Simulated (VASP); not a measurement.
Wanted: the native input for a VASP 6.6.1 run.

```yaml
Task: single point
Functional: PBEsol
Dispersion: D3(BJ)
Potentials_or_basis: VASP PAW PBE potentials, release 64 (Na_pv, H, F)
Cutoff: 520 eV
k_mesh: 9 × 9 × 9
Occupations: gaussian, width 0.05 eV
Spin: no spin polarisation
Dipole_correction: no
Further_INCAR_settings: ALGO = Normal; EDIFF = 1e-06; NBANDS = 19
```

The structure of NaHF2 lies in POSCAR:

```
NaHF2
1.0
    1.7138837399      0.9895112386      3.5822333333
   -1.7138837399      0.9895112386      3.5822333333
    0.0000000000     -1.9790224772      3.5822333333
Na H F
1 1 2
Direct
    0.0000000000      0.0000000000      0.0000000000
    0.5000000000      0.5000000000      0.5000000000
    0.4168825606      0.4168825606      0.4168825606
    0.5831174394      0.5831174394      0.5831174394
```

These files were run (other wordings do the same):

INCAR

```
SYSTEM = NaHF2
PREC = Accurate ; ENCUT = 520
EDIFF = 1E-6 ; ISMEAR = 0
SIGMA = 0.05 ; LREAL = .False.
LASPH = .True. ; NELM = 80
ALGO = Normal ; ISIF = 2
LWAVE = .False. ; LCHARG = .False.
GGA = PS ; IVDW = 12
NBANDS = 19
```

KPOINTS

```
Automatic mesh
0
Gamma
  9 9 9
  0 0 0
```

Potentials or basis: VASP PAW PBE potentials, release 64 (Na_pv, H, F).

Run with:

```sh
$ cat potpaw_PBE.64/Na_pv/POTCAR potpaw_PBE.64/H/POTCAR potpaw_PBE.64/F/POTCAR > POTCAR
$ mpirun -np 1 vasp_std > vasp.out
```

It gave:

```
Pressure                   : 55.3 GPa
Largest force              : 17.198 eV/Å
Band gap on the k mesh     : 6.36 eV
Dispersion energy per atom : -0.091 eV
```

Caveat: the cell stands under pressure; the PAW data sets were made with another functional, which shifts forces and pressure a little; an odd mesh through Γ misses points on the zone boundary, where band edges can lie.

Run time: 29 s on 1 thread of AMD EPYC 9R45 96-Core Processor (Zen 5), on a shared host, peak memory 0.18 GiB.
